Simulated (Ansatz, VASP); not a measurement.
## Two plane-wave programs on MgH2N2

Contents of POSCAR:

```
MgH2N2
1.0
    3.1579130000      0.0000000000      0.0000000000
   -1.5789560000      2.7348350000      0.0000000000
    0.0000000000      0.0000000000      4.7940490000
Mg N H
1 2 2
Direct
    0.0000000000      0.0000000000      0.0000000000
    0.3333000000      0.6667000000      0.7813000000
    0.6667000000      0.3333000000      0.2187000000
    0.3616000000      0.6384000000      0.5839000000
    0.6384000000      0.3616000000      0.4161000000
```

The input INCAR.step1:

```
PREC = Accurate
ENCUT = 520
ISMEAR = -1
SIGMA = 0.0667
LREAL = False
LASPH = True
NELM = 80
NBANDS = 15
GGA = PE
ALGO = Normal
EDIFF = 1E-4
LWAVE = True
LCHARG = False
```

The input INCAR.step2:

```
PREC = Accurate
ENCUT = 520
EDIFF = 1E-7
ISMEAR = -1
SIGMA = 0.0667
LREAL = False
LASPH = True
NELM = 80
ALGO = Normal
ISIF = 2
LWAVE = False
LCHARG = False
METAGGA = R2SCAN
LMIXTAU = True
NBANDS = 15
ISTART = 1
```

File KPOINTS:

```
Automatic mesh
0
Gamma
  7 7 4
```

Input for Ansatz:

```yaml
crystal:
  lattice:
    - [3.157913, 0.0, 0.0]
    - [-1.578956, 2.734835, 0.0]
    - [0.0, 0.0, 4.794049]
  atoms:
    - { symbol: Mg, position: [0.0, 0.0, 0.0] }
    - { symbol: "N", position: [0.3333, 0.6667, 0.7813] }
    - { symbol: "N", position: [0.6667, 0.3333, 0.2187] }
    - { symbol: H, position: [0.3616, 0.6384, 0.5839] }
    - { symbol: H, position: [0.6384, 0.3616, 0.4161] }
  symmetry: { tolerance: 0.0003 }
kpoints:
  mp_grid: { grid: [7, 7, 4], shift: [0, 0, 0] }
magnetization:
  spin_polarized: false
scf:
  occupations: { method: fermi_dirac, width: 0.0667 }
hamiltonian:
  pseudopotentials: { kind: paw }
  xc: r2scan
basis:
  ecutwfc: 500
output:
  forces: true
  stress: true
  eigenvalues: true
  write_density: true
  write_potential: true
  elf: true
  volumetric_format: npy
```

Alike in both runs: task single point; functional r2SCAN; k mesh 7 × 7 × 4; occupations fermi-dirac, width 0.0667 eV; no spin polarisation.

|  | VASP | Ansatz |
| --- | --- | --- |
| version | VASP 6.6.1 | Ansatz 0.2.0 |
| potentials or method | VASP PAW PBE potentials, release 64 (Mg, N, H), cutoff 520 eV | PAW plane waves |
| valence electrons in the cell | 14 | 22 |

|  | VASP | Ansatz | Ansatz less VASP |
| --- | --- | --- | --- |
| gap on the k mesh at the Fermi level (eV) | none | none | - |
| pressure (GPa) | 14.2 | 14.6 | +0.37 |
| traceless stress, the component that is largest in VASP (GPa) | 22.42 | 21.65 | -0.771 |
| rms of the force components (eV/Å) | 1.439 | 1.380 | -0.0595 |

VASP's potentials were made for PBE, not for r2SCAN. Atom by atom the forces differ by 0.061 eV/Å (rms over components). A gap of «none» marks a metal or a gap that the smearing closes. With one functional, cell and mesh, what is left measures potentials, basis and numerics. VASP's potentials hold 14 valence electrons a cell and Ansatz's 22, so a difference there can come from the potentials and not from the codes.
